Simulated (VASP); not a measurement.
Set up this calculation in VASP 6.6.1, as the native input.

```yaml
Task: single point
Functional: LDA
Potentials_or_basis: VASP PAW LDA potentials, release 64 (Na_pv, Cl)
Cutoff: 500 eV
k_mesh: 4 × 4 × 4
Occupations: gaussian, width 0.01 eV
Spin: no spin polarisation
Dipole_correction: no
Further_INCAR_settings: ALGO = Normal; EDIFF = 1e-06; NBANDS = 14
```

The structure of NaCl lies in POSCAR:

```
NaCl
1.0
    0.0000000000      2.8026988303      2.8026988303
    2.8026988303      0.0000000000      2.8026988303
    2.8026988303      2.8026988303      0.0000000000
Na Cl
1 1
Direct
    0.0000000000      0.0000000000      0.0000000000
    0.5000000000      0.5000000000      0.5000000000
```

The input as run:

INCAR

```
PREC = Accurate
ENCUT = 500
EDIFF = 1E-6
ISMEAR = 0
SIGMA = 0.01
LREAL = F
LASPH = T
NELM = 120
ALGO = Normal
ISIF = 2
LWAVE = F
LCHARG = T
GGA = CA
LELF = T
LVHAR = T
NBANDS = 14
GGA_COMPAT = F
```

KPOINTS

```
Automatic mesh
0
Gamma
  4 4 4
```

Potentials or basis: VASP PAW LDA potentials, release 64 (Na_pv, Cl).

The run is started by

```sh
$ cat potpaw_LDA.64/Na_pv/POTCAR potpaw_LDA.64/Cl/POTCAR > POTCAR
$ mpirun -np 1 vasp_std > vasp.out
```

It gave:

```
Pressure               : -2.0 GPa
Band gap on the k mesh : 4.77 eV
```

Caveat: the k points lie up to 0.49 Å⁻¹ apart.

Run time: 4.7 s on 1 thread of Intel(R) Xeon(R) Platinum 8559C (Emerald Rapids), on a shared host, peak memory 0.13 GiB.
